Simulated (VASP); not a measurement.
Bi2Te2Pb2S3: single point with PBE

Bi2Te2Pb2S3:

```
CELL_PARAMETERS angstrom
4.25788 0.00000 0.00000
-2.12894 3.68743 0.00000
0.00000 0.00000 16.94310
ATOMIC_POSITIONS crystal
Bi 0.00000 0.00000 0.19541
Bi 0.00000 0.00000 0.80459
Te 0.33333 0.66667 0.91044
Te 0.66667 0.33333 0.08956
Pb 0.33333 0.66667 0.60098
Pb 0.66667 0.33333 0.39902
S 0.33333 0.66667 0.29880
S 0.66667 0.33333 0.70120
S 0.00000 0.00000 0.50000
```

```json
{"Program": "VASP 6.6.1", "Task": "single point", "Functional": "PBE", "Potentials or basis": "VASP PAW PBE potentials, release 64 (Bi_d, Te, Pb_d, S)", "Cutoff": "520 eV", "k mesh": "8 × 8 × 2", "Occupations": "fermi-dirac, width 0.02 eV", "Spin": "no spin polarisation"}
```

```json
{"Pressure": "0.9 GPa", "Largest force": "0.012 eV/Å", "Band gap on the k mesh": "0.38 eV"}
```

Forces in eV/Å, atoms in the order of the input:
```
Bi   0.000  0.000  0.012
Bi   0.000  0.000 -0.012
Te   0.000  0.000  0.012
Te   0.000  0.000 -0.012
Pb   0.000  0.000  0.000
Pb   0.000  0.000  0.000
S    0.000  0.000  0.001
S    0.000  0.000 -0.001
S    0.000  0.000  0.000
```

Stress tensor (GPa, compression positive):
```
0.89 0.00 0.00
0.00 0.89 0.00
0.00 0.00 1.03
```

Levels at points of the mesh, in eV from the valence-band top:
| k point | band 40 | band 41 | band 42 | band 43 | band 44 | band 45 | band 46 | band 47 | band 48 | band 49 |
| --- | --- | --- | --- | --- | --- | --- | --- | --- | --- | --- |
| (0.00, 0.00, 0.00) | -0.99 | -0.86 | -0.80 | -0.80 | 0.00 | 0.38 | 1.29 | 1.48 | 1.48 | 1.84 |
| (0.50, 0.00, 0.00) | -1.50 | -1.49 | -1.43 | -1.16 | -0.62 | 1.13 | 1.68 | 1.86 | 2.27 | 2.29 |
| (0.00, 0.00, 0.50) | -0.98 | -0.82 | -0.82 | -0.58 | -0.32 | 0.75 | 1.02 | 1.61 | 1.61 | 1.67 |
| (0.50, 0.00, 0.50) | -1.73 | -1.68 | -1.47 | -1.22 | -0.47 | 0.85 | 1.91 | 2.01 | 2.33 | 2.49 |

Run time: 2.9 min on 1 thread of Intel(R) Xeon(R) 6975P-C (Granite Rapids), with other jobs on the host, peak memory 0.52 GiB.

Caveat: spin-orbit coupling is left out, which moves the levels of the heavy elements; this functional lacks dispersion, which binds layers or chains, so the pressure and a relaxed spacing across them are unreliable. A k mesh can miss the band edges.
